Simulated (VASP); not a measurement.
## PtS2: single point with r2SCAN

PtS2:

```xyz
3
Lattice="3.5526 0.0000 0.0000 -1.7763 3.0767 0.0000 0.0000 0.0000 5.1228" Properties=species:S:1:pos:R:3 pbc="T T T"
Pt    0.0000    0.0000    0.0000
S     0.0000    2.0511    1.2257
S     1.7763    1.0256    3.8972
```

```
Program                : VASP 6.6.1
Task                   : single point
Functional             : r2SCAN
Potentials or basis    : VASP PAW PBE potentials, release 64 (Pt_sv_GW, S)
Cutoff                 : 550 eV
k mesh                 : 6 × 6 × 4
Occupations            : methfessel-paxton, width 0.5 eV
Spin                   : no spin polarisation
Dipole correction      : no
Second run             : valence_matched
Further INCAR settings : ALGO = Normal; EDIFF = 1e-06; NBANDS = 22
```

- Pressure: 0.4 GPa
- Largest force: 0.076 eV/Å
- Band gap on the k mesh: 1.00 eV, indirect (least direct gap 1.61 eV)

Forces on the atoms (eV/Å):
```
Pt   0.000  0.000  0.000
S    0.000  0.000 -0.076
S    0.000  0.000  0.076
```

Levels at points of the mesh, in eV from the valence-band top:
```tsv
k point	band 12	band 13	band 14	band 15	band 16	band 17	band 18	band 19
(0.00, 0.00, 0.00)	-2.09	-1.08	-1.08	0.00	2.30	2.30	5.23	6.05
(0.50, 0.00, 0.00)	-3.23	-3.20	-3.09	-2.48	1.74	2.76	5.82	6.99
(0.00, 0.00, 0.50)	-2.63	-1.31	-1.31	-1.11	2.83	2.83	6.06	7.66
(0.50, 0.00, 0.50)	-3.23	-2.81	-2.79	-1.45	1.92	2.44	5.49	5.92
```

It took 57 s on 1 thread of Intel(R) Xeon(R) 6975P-C (Granite Rapids) (shared host), peak memory 0.2 GiB.

Caveat: the PAW data sets were made with another functional, which shifts forces and pressure a little; spin-orbit coupling is left out, which moves the levels of the heavy elements. r2SCAN opens gaps a little over a GGA but as a rule still falls short of measured ones.
